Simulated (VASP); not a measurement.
Write the native input for VASP 6.6.1 that does the following.

```yaml
Task: electric field gradients
Functional: LDA
Potentials_or_basis: VASP PAW LDA potentials, release 64 (Ti_sv, Sb)
Cutoff: 520 eV
k_mesh: 12 × 12 × 7
Occupations: fermi-dirac, width 0.03 eV
Spin: no spin polarisation
Dipole_correction: no
Further_INCAR_settings: ALGO = Normal; EDIFF = 1e-08; NBANDS = 25
```

The structure of TiSb lies in POSCAR:

```
TiSb
1.0
    4.1837763938      0.0000000000      0.0000000000
   -2.0918881970      3.6232566408      0.0000000000
    0.0000000000      0.0000000000      6.4068391310
Ti Sb
2 2
Direct
    0.0000000000      0.0000000000      0.0000000000
    0.0000000000      0.0000000000      0.5000000000
    0.3333333333      0.6666666667      0.2500000000
    0.6666666667      0.3333333333      0.7500000000
```

The input as run:

INCAR

```
SYSTEM = TiSb
PREC = Accurate ; ENCUT = 520
EDIFF = 1E-8 ; ISMEAR = -1
SIGMA = 0.03 ; LREAL = .False.
LASPH = .True. ; NELM = 100
ALGO = Normal ; ISIF = 2
LWAVE = .False. ; LCHARG = .False.
LEFG = .True. ; NBANDS = 25
```

KPOINTS

```
Automatic mesh
0
Gamma
  12 12 7
  0 0 0
```

Potentials or basis: VASP PAW LDA potentials, release 64 (Ti_sv, Sb).

Launch:

```bash
$ cat potpaw_LDA.64/Ti_sv/POTCAR potpaw_LDA.64/Sb/POTCAR > POTCAR
$ mpirun -np 1 vasp_std > vasp.out
```

Results of the run:

```yaml
Pressure: -11.7 GPa
Band_gap_on_the_k_mesh: zero (bands 17 and 18 overlap by 0.44 eV)
Largest_electric_field_gradient_by_atom: Ti -47.7; Sb +25.3 V/Å²
```

Caveat: the cell stands under tension; without QUAD_EFG the Cq values of the log hold for a quadrupole moment of 1 mb, not for the nuclei; spin-orbit coupling is left out, which moves the levels of the heavy elements.

Run time: 3.1 min on 1 thread of AMD EPYC 7R43 64-Core Processor (Zen 3), on a shared host, peak memory 0.26 GiB.
